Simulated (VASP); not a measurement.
# Cu (Fm-3m) in VASP: notebook, part 2 of 2

VASP 6.6.1.

## (5) Relaxation of cell and atoms, r2SCAN

This run uses another cell than the first one, of 11.81 Å³/atom, 1.032 times its volume.

Input file POSCAR:

```
Cu
1.0
    0.0000000000      1.8075000000      1.8075000000
    1.8075000000      0.0000000000      1.8075000000
    1.8075000000      1.8075000000      0.0000000000
Cu
1
Direct
    0.0000000000      0.0000000000      0.0000000000
```

Input file INCAR.step1:

```
SYSTEM = Cu
PREC     = Accurate       ! precision mode
ENCUT    = 600            ! plane-wave cutoff, eV
ISMEAR   = 0              ! smearing method
SIGMA    = 0.1            ! smearing width, eV
LREAL    = .FALSE.        ! projectors in reciprocal space
LASPH    = .TRUE.         ! aspherical terms in the spheres
NELM     = 80             ! most SCF steps
GGA      = PE             ! functional
ALGO     = Normal         ! electronic algorithm
EDIFF    = 1E-4           ! SCF threshold, eV
LWAVE    = .TRUE.         ! write WAVECAR
LCHARG   = .FALSE.        ! write CHGCAR
```

Input file INCAR.step2:

```
SYSTEM = Cu
PREC     = Accurate       ! precision mode
ENCUT    = 600            ! plane-wave cutoff, eV
EDIFF    = 1E-7           ! SCF threshold, eV
ISMEAR   = 0              ! smearing method
SIGMA    = 0.1            ! smearing width, eV
LREAL    = .FALSE.        ! projectors in reciprocal space
LASPH    = .TRUE.         ! aspherical terms in the spheres
NELM     = 80             ! most SCF steps
ALGO     = Normal         ! electronic algorithm
ISIF     = 3              ! what is computed and relaxed
LWAVE    = .FALSE.        ! write WAVECAR
LCHARG   = .FALSE.        ! write CHGCAR
METAGGA  = R2SCAN         ! meta-GGA
LMIXTAU  = .TRUE.       
IBRION   = 2              ! ionic algorithm
NSW      = 100            ! ionic steps
EDIFFG   = -0.005         ! ionic threshold
ISTART   = 1
```

Input file KPOINTS:

```
Automatic mesh
0
G
  20 20 20
  0 0 0
```

Potentials or basis: VASP PAW PBE potentials, release 64 (Cu).

Launch:

```sh
$ cat potpaw_PBE.64/Cu/POTCAR > POTCAR
$ cp INCAR.step1 INCAR
$ mpirun -np 1 vasp_std > vasp.out
$ cp INCAR.step2 INCAR
$ mpirun -np 1 vasp_std > vasp.out
```

OUTCAR:

```text
SYSTEM = Cu
   PREC = Accurate
   ENCUT = 600
   EDIFF = 1E-7
   ISMEAR = 0
   LREAL = .FALSE.
   LASPH = .TRUE.
   NELM = 80
   ISIF = 3
   METAGGA = R2SCAN
   IBRION = 2
   NSW = 100
   EDIFFG = -0.005
   ISTART = 1

 ion  position               nearest neighbor table
   1  0.000  0.000  0.000-

  LATTYP: Found a face centered cubic cell.
 ALAT       =     3.6150000000

  Lattice vectors:

 A1 = (   0.0000000000,   1.8075000000,   1.8075000000)
 A2 = (   1.8075000000,   0.0000000000,   1.8075000000)
 A3 = (   1.8075000000,   1.8075000000,   0.0000000000)

Analysis of symmetry for initial positions (statically):
=====================================================================
 Subroutine PRICEL returns:
 Original cell was already a primitive cell.

 Routine SETGRP: Setting up the symmetry group for a
 face centered cubic supercell.

 Subroutine GETGRP returns: Found 48 space group operations
 (whereof 48 operations were pure point group operations)
 out of a pool of 48 trial point group operations.

The static configuration has the point symmetry O_h .

Analysis of symmetry for dynamics (positions and initial velocities):
=====================================================================
 Subroutine PRICEL returns:
 Original cell was already a primitive cell.

 Routine SETGRP: Setting up the symmetry group for a
 face centered cubic supercell.

 Subroutine GETGRP returns: Found 48 space group operations
 (whereof 48 operations were pure point group operations)
 out of a pool of 48 trial point group operations.

The dynamic configuration has the point symmetry O_h .

 Subroutine INISYM returns: Found 48 space group operations
 (whereof 48 operations are pure point group operations),
[... 118 lines left out ...]
   LORBIT       =      0    0 simple, 1 ext, 2 COOP (PROOUT), +10 PAW based schemes
   METAGGA = R2SCAN    functional components
   LHFCALC =     F    Hartree Fock is set to
   AEXX    =    0.0000 exact exchange contribution
   IVDW    =     0    specifies the selected vdW correction
   LEPSILON=     F    determine dielectric tensor
   LRPA    =     F    only Hartree local field effects (RPA)
 conjugate gradient relaxation of ions
 non-spin polarized calculation
 Gauss-broadening in eV      SIGMA  =   0.10
  energy-cutoff  :      600.00
  volume of cell :       11.81
 maximum number of plane-waves:       411
   NGX = 11   NGY = 11   NGZ = 11

--------------------------------------- Ionic step        1  -------------------------------------------

 number of electron      11.0000001 magnetization

 Free energy of the ion-electron system (eV)
  ---------------------------------------------------
  ext. energy  EPLUGINS =         0.00000000
  ---------------------------------------------------
  free energy    TOTEN  =       -10.82441121 eV

  energy without entropy =      -10.82320225  energy(sigma->0) =      -10.82380673

------------------------ aborting loop because EDIFF is reached ----------------------------------------

  FORCE on cell =-STRESS in cart. coord.  units (eV):
  Direction    XX          YY          ZZ          XY          YZ          ZX
  --------------------------------------------------------------------------------------
  -------------------------------------------------------------------------------------
  Total       -0.3116589     -0.3116589     -0.3116589      0.0000000      0.0000000     -0.0000000
  in kB      -42.2790525    -42.2790525    -42.2790525      0.0000000      0.0000000     -0.0000000
  external PRESSURE =     -42.2790525 kB  Pullay stress =       0.0000000 kB
[... 57 lines left out ...]
--------------------------------------- Ionic step        3  -------------------------------------------

 number of electron      11.0000011 magnetization

 Free energy of the ion-electron system (eV)
  ---------------------------------------------------
  ext. energy  EPLUGINS =         0.00000000
  ---------------------------------------------------
  free energy    TOTEN  =       -10.82870176 eV

  energy without entropy =      -10.82752327  energy(sigma->0) =      -10.82811252

 E-fermi :   7.7095     XC(G=0): -13.9302

 val. band max:        7.7041345074   @ k =   0.5000   0.2500   0.1000
 cond. band min:       7.7568684520   @ k =  -0.4500   0.1000   0.0000
 fundamental gap:      0.0527339446
 Fermi energy:         7.7094630259

 k-point     1 :       0.0000    0.0000    0.0000
  band No.  band energies     occupation
      1      -2.1466      2.00000
      2       4.5180      2.00000
      3       4.5180      2.00000
      4       4.5180      2.00000
      5       5.3699      2.00000
      6       5.3699      2.00000
      7      31.3512      0.00000
      8      34.6046      0.00000
      9      34.6048      0.00000
[... 265 lines left out ...]
 k-point    24 :      -0.3500    0.0500    0.0000
  band No.  band energies     occupation
      1       1.8727      2.00000
      2       4.5335      2.00000
      3       4.5757      2.00000
      4       4.7130      2.00000
      5       5.7142      2.00000
      6       6.0162      2.00000
      7      15.5300      0.00000
      8      28.6950      0.00000
      9      31.1825      0.00000

 [... further k-points ...]
[... 5 lines left out ...]
  --------------------------------------------------------------------------------------
  -------------------------------------------------------------------------------------
  Total       -0.0021084     -0.0021084     -0.0021084      0.0000000     -0.0000000      0.0000000
  in kB       -0.2940071     -0.2940071     -0.2940071      0.0000000     -0.0000000      0.0000000
  external PRESSURE =      -0.2940071 kB  Pullay stress =       0.0000000 kB
[... 16 lines left out ...]
  FREE ENERGIE OF THE ION-ELECTRON SYSTEM (eV)
  ---------------------------------------------------
  free  energy   TOTEN  =       -10.8287017593 eV

  energy  without entropy=      -10.8275232733  energy(sigma->0) =      -10.82811252

 reached required accuracy - stopping structural energy minimisation
```

OUTCAR.step1:

```text
SYSTEM = Cu
   PREC = Accurate
   ENCUT = 600
   ISMEAR = 0
   LREAL = .FALSE.
   LASPH = .TRUE.
   NELM = 80
[... 504 lines left out ...]
 -----------------------------------------------------------------------------------
      0.00000      0.00000      0.00000         0.000000      0.000000      0.000000
 -----------------------------------------------------------------------------------
    total drift:                                0.000000      0.000000      0.000000

  FREE ENERGIE OF THE ION-ELECTRON SYSTEM (eV)
  ---------------------------------------------------
  free  energy   TOTEN  =        -3.7280938034 eV

  energy  without entropy=       -3.7267792581  energy(sigma->0) =       -3.72743653
```

OSZICAR.step1:

```text
N       E                     dE             d eps       ncg     rms          rms(c)
DAV:   1     0.399628882378E+02    0.39963E+02   -0.62582E+03  4690   0.230E+03
DAV:   2    -0.411803358385E+01   -0.44081E+02   -0.41896E+02  4636   0.208E+02
DAV:   3    -0.462710284744E+01   -0.50907E+00   -0.50747E+00  5501   0.327E+01
DAV:   4    -0.463075097301E+01   -0.36481E-02   -0.36476E-02  5580   0.251E+00
DAV:   5    -0.463079071160E+01   -0.39739E-04   -0.39738E-04  5407   0.206E-01    0.767E+00
DAV:   6    -0.410758164867E+01    0.52321E+00   -0.16922E+01  4865   0.974E+01    0.391E+00
DAV:   7    -0.374060473374E+01    0.36698E+00   -0.26551E+00  4889   0.384E+01    0.580E-01
DAV:   8    -0.372967477704E+01    0.10930E-01   -0.53321E-03  5168   0.133E+00    0.300E-01
DAV:   9    -0.372809370876E+01    0.15811E-02   -0.11249E-02  4999   0.233E+00    0.307E-02
DAV:  10    -0.372809380337E+01   -0.94615E-07   -0.40222E-05  2691   0.146E-01
   1 F= -.37280938E+01 E0= -.37274365E+01  d E =-.131455E-02
```

Wall time 5.4 min (1 thread of Intel Xeon 8259CL, shared host); peak memory 0.16 GiB.

What came out:

```
Free energy                            : -10.8287 eV
Relaxed volume                         : 11.49 Å³/atom
Relaxed cell                           : a = 2.533 Å, b = 2.533 Å, c = 2.533 Å, α = 60.00°, β = 60.00°, γ = 60.00°
Space group after relaxing (to 0.05 Å) : Fm-3m (No. 225)
Energy gained by relaxing              : 4.3 meV/atom
Ionic steps                            : 3
Pressure after relaxing                : 0.0 GPa
```

The path:
| step | energy change (eV) | largest force (eV/Å) | pressure (GPa) | volume (Å³) |
| --- | --- | --- | --- | --- |
| 1 | 0.0000 | 0.0000 | -4.23 | 11.81 |
| 2 | -0.0025 | 0.0000 | 2.83 | 11.29 |
| 3 | -0.0043 | 0.0000 | -0.03 | 11.49 |

Final structure:
```
Cu
1.0
     0.00000    1.79099    1.79099
     1.79099    0.00000    1.79099
     1.79099    1.79099    0.00000
Cu
1
Direct
  0.00000 0.00000 0.00000
```

Levels at points of the mesh, in eV from the Fermi level:
```
           k point  band 2  band 3  band 4  band 5  band 6  band 7  band 8  band 9
(0.00, 0.00, 0.00)   -3.19   -3.19   -3.19   -2.34   -2.34   23.64   26.90   26.90
(0.50, 0.00, 0.00)   -3.24   -3.24   -1.73   -1.73   -1.10    4.15   22.13   23.62
(0.50, 0.50, 0.00)   -4.70   -1.76   -1.57   -1.57    1.60    7.66   14.02   14.02
```

Caveat: the PAW data sets were made with another functional, which shifts forces and pressure a little.

## (6) The runs side by side

| task | cell | k mesh | cutoff (eV) | smearing | gap on the mesh (eV) | pressure (GPa) |
| --- | --- | --- | --- | --- | --- | --- |
| single point | a = 2.529 Å, angles 60.0°, 1 atom | 20 × 20 × 20 | 520 | gaussian 0.1 eV | none | 0.6 |
| single point | a = 2.529 Å, angles 60.0°, 1 atom | 28 × 28 × 28 | 520 | gaussian 0.15 eV | none | 0.6 |
| single point | a = 2.529 Å, angles 60.0°, 1 atom | 32 × 32 × 32 | 520 | gaussian 0.15 eV | none | 0.6 |
| relaxation of cell and atoms | relaxed from a = 2.556 Å, angles 60.0°, 1 atom | 20 × 20 × 20 | 600 | gaussian 0.1 eV | none | 0.0 |

Alike in all rows: level r2SCAN; potentials or basis VASP PAW PBE potentials, release 64 (Cu); no spin polarisation.

Every run on the cell as given and a fine mesh finds a metal.

Caveats: the PAW data sets were made with another functional, which shifts forces and pressure a little.

Absolute energies hang on the potentials; compare differences alone.
